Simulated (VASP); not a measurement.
## Mo: single point with PBEsol

Slab: Mo, a slab with vacuum.

```
Mo
1.0
     2.71499    0.00000    0.00000
    -0.90500    2.55972    0.00000
     0.00000    0.00000   20.86712
Mo
5
Direct
  0.00000 0.00000 0.29284
  0.50000 0.50000 0.39364
  0.00000 0.00000 0.50000
  0.50000 0.50000 0.60636
  0.00000 0.00000 0.70716
```

```json
{"Program": "VASP 6.6.1", "Task": "single point", "Functional": "PBEsol", "Potentials or basis": "VASP PAW PBE potentials, release 64 (Mo_sv)", "Cutoff": "520 eV", "k mesh": "16 × 16 × 1", "Occupations": "methfessel-paxton, width 0.1 eV", "Spin": "no spin polarisation"}
```

The largest force is 0.032 eV/Å and the band gap on the k mesh is zero (band 35 reaches 6.10 eV, above the bottom of band 36 at 3.75 eV).

Forces on the atoms (eV/Å):
```
Mo   0.000  0.000 -0.032
Mo   0.000  0.000  0.003
Mo   0.000  0.000  0.000
Mo   0.000  0.000 -0.003
Mo   0.000  0.000  0.032
```

Levels at points of the mesh, in eV from the Fermi level:
| k point | band 33 | band 34 | band 35 | band 36 | band 37 | band 38 |
| --- | --- | --- | --- | --- | --- | --- |
| (0.00, 0.00, 0.00) | -1.30 | -1.25 | -0.91 | -0.43 | 0.53 | 1.10 |
| (0.50, 0.00, 0.00) | -0.15 | 0.84 | 1.42 | 1.46 | 1.51 | 1.64 |
| (0.50, 0.50, 0.00) | 0.51 | 0.81 | 0.88 | 1.59 | 1.73 | 1.85 |

It took 6.9 min on 1 thread of Intel(R) Xeon(R) 6975P-C (Granite Rapids) (shared host), peak memory 0.44 GiB.

Caveat: the PAW data sets were made with another functional, which shifts forces and pressure a little.
